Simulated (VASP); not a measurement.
Set up this calculation in VASP 6.6.1, as the native input.

```
Task                   : single point
Functional             : LDA
Potentials or basis    : VASP PAW LDA potentials, release 64 (Os, Ir)
Cutoff                 : 520 eV
k mesh                 : 17 × 17 × 1
Occupations            : fermi-dirac, width 0.08 eV
Spin                   : no spin polarisation
Dipole correction      : yes
Further INCAR settings : ALGO = Normal; EDIFF = 1e-07; NBANDS = 20
```

The structure of IrOs2 lies in POSCAR:

```
IrOs2
1.0
    2.6891484158      0.0000000000      0.0000000000
   -1.3445742079      2.3288708427      0.0000000000
    0.0000000000      0.0000000000     20.3914000000
Os Ir
2 1
Direct
    0.1666666667      0.3333333333      0.3960381901
    0.8333333333      0.6666666667      0.6039618160
    0.5000000000      1.0000000000      0.4999999936
```

These files were run (other wordings do the same):

INCAR

```
SYSTEM = IrOs2
PREC = Accurate
ENCUT = 520
EDIFF = 1E-7
ISMEAR = -1
SIGMA = 0.08
LREAL = .FALSE.
LASPH = .TRUE.
NELM = 100
ALGO = Normal
ISIF = 2
LWAVE = .FALSE.
LCHARG = .TRUE.
LDIPOL = .TRUE.
IDIPOL = 3
DIPOL = 0.5 0.5 0.500
LELF = .TRUE.
LVHAR = .TRUE.
LVACPOTAV = .TRUE.
NBANDS = 20
```

KPOINTS

```
Automatic mesh
0
G
  17 17 1
  0 0 0
```

Potentials or basis: VASP PAW LDA potentials, release 64 (Os, Ir).

Run with:

```bash
$ cat potpaw_LDA.64/Os/POTCAR potpaw_LDA.64/Ir/POTCAR > POTCAR
$ mpirun -np 1 vasp_std > vasp.out
```

Results of the run:

The largest force is 0.475 eV/Å and the band gap on the k mesh is zero (an odd number of electrons rules out a gap without spin polarisation).

Caveat: spin-orbit coupling is left out, which moves the levels of the heavy elements.

Run time: 4.8 min on 1 thread of Intel Xeon 8259CL, with other jobs on the host, peak memory 0.26 GiB.
